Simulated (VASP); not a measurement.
Set up this calculation in VASP 6.6.1, as the native input.

```yaml
Task: single point
Functional: PBE
Potentials_or_basis: VASP PAW PBE potentials, release 64 (C)
Cutoff: 520 eV
k_mesh: 4 × 4 × 4
Occupations: gaussian, width 0.1 eV
Spin: no spin polarisation
Dipole_correction: no
Further_INCAR_settings: ALGO = Normal; EDIFF = 1e-06; NBANDS = 36
```

The structure of C lies in POSCAR:

```
C
1.0
    0.0000000000      3.9453931050      0.0000000000
    0.0000000000      0.0000000000      4.7389547103
    5.0255523577      0.0000000000      0.0000000000
C
12
Direct
    1.0000000000      0.0000000000      0.3689934717
    1.0000000000      0.5000000000      0.1310065283
    1.0000000000      0.0000000000      0.6310065283
    0.0000000000      0.5000000000      0.8689934717
    0.6400039432      0.1169869733      0.6668494652
    0.3599960568      0.6169869733      0.8331505348
    0.6400039432      0.3830130267      0.8331505348
    0.3599960568      0.8830130267      0.6668494652
    0.3599960568      0.8830130267      0.3331505348
    0.6400039432      0.3830130267      0.1668494652
    0.3599960568      0.6169869733      0.1668494652
    0.6400039432      0.1169869733      0.3331505348
```

One way to write it, as run:

INCAR

```
PREC     = Accurate       # precision mode
ENCUT    = 520            # plane-wave cutoff, eV
EDIFF    = 1E-6           # SCF threshold, eV
ISMEAR   = 0              # smearing method
SIGMA    = 0.1            # smearing width, eV
LREAL    = F              # projectors in reciprocal space
LASPH    = T              # aspherical terms in the spheres
NELM     = 100            # most SCF steps
ALGO     = Normal         # electronic algorithm
ISIF     = 2              # what is computed and relaxed
LWAVE    = F              # write WAVECAR
LCHARG   = F              # write CHGCAR
GGA      = PE             # functional
NBANDS   = 36             # bands
```

KPOINTS

```
Automatic mesh
0
Gamma
  4 4 4
```

Potentials or basis: VASP PAW PBE potentials, release 64 (C).

The run is started by

```sh
$ cat potpaw_PBE.64/C/POTCAR > POTCAR
$ mpirun -np 1 vasp_std > vasp.out
```

It gave:

```json
{
 "Pressure": "0.5 GPa",
 "Largest force": "0.079 eV/Å"
}
```

Caveat: this functional lacks dispersion, which binds layers or chains, so the pressure and a relaxed spacing across them are unreliable.

It took 120 s on 1 thread of AMD EPYC 7R13 Processor (Zen 3), with other jobs on the host, peak memory 0.19 GiB.
